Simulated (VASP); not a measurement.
Here is a VASP 6.6.1 calculation.

The input INCAR:

```
SYSTEM = AlN
PREC = Accurate ; ENCUT = 520
EDIFF = 1E-7 ; ISMEAR = 0
SIGMA = 0.05 ; LREAL = .FALSE.
LASPH = .TRUE. ; NELM = 80
ALGO = Normal ; ISIF = 2
LWAVE = .FALSE. ; LCHARG = .TRUE.
GGA = PE ; LELF = .TRUE.
LVHAR = .TRUE. ; NBANDS = 16
```

File KPOINTS:

```
Automatic mesh
0
G
  6 6 6
  0 0 0
```

The input POSCAR:

```
AlN
1.0
    0.0000000000     -2.2015682416     -2.2015682416
   -2.2015682416      0.0000000000     -2.2015682416
    2.2015682416      2.2015682416     -4.4031364832
Al N
2 2
Direct
   -0.0035370201     -0.0035370201     -0.0035370201
    0.4964629799      0.4964629799      0.4964629799
    0.3818133250      0.3818133250      0.8818133250
    0.8818133250      0.8818133250      0.3818133250
```

Potentials or basis: VASP PAW PBE potentials, release 64 (Al, N).

The run is started by

```bash
$ cat potpaw_PBE.64/Al/POTCAR potpaw_PBE.64/N/POTCAR > POTCAR
$ mpirun -np 1 vasp_std > vasp.out
```

Q: What does it give for the largest force?

A: 1.237 eV/Å.

Q: Predict the band gap on the k mesh.

A: 3.07 eV.

Q: Predict the pressure.

A: 0.7 GPa.

Stress tensor (GPa, compression positive):
```
 1.17 -5.56  0.01
-5.56  1.17  0.01
 0.01  0.01 -0.27
```

Caveat: the cell differs from its parent crystal (mode 4 frozen in at +0.000 Å and mode 10 at -0.060 Å (largest displacements)); forces of over 1 eV/Å act on the atoms, so gaps and moduli don't describe the material at rest. A k mesh can miss the band edges.
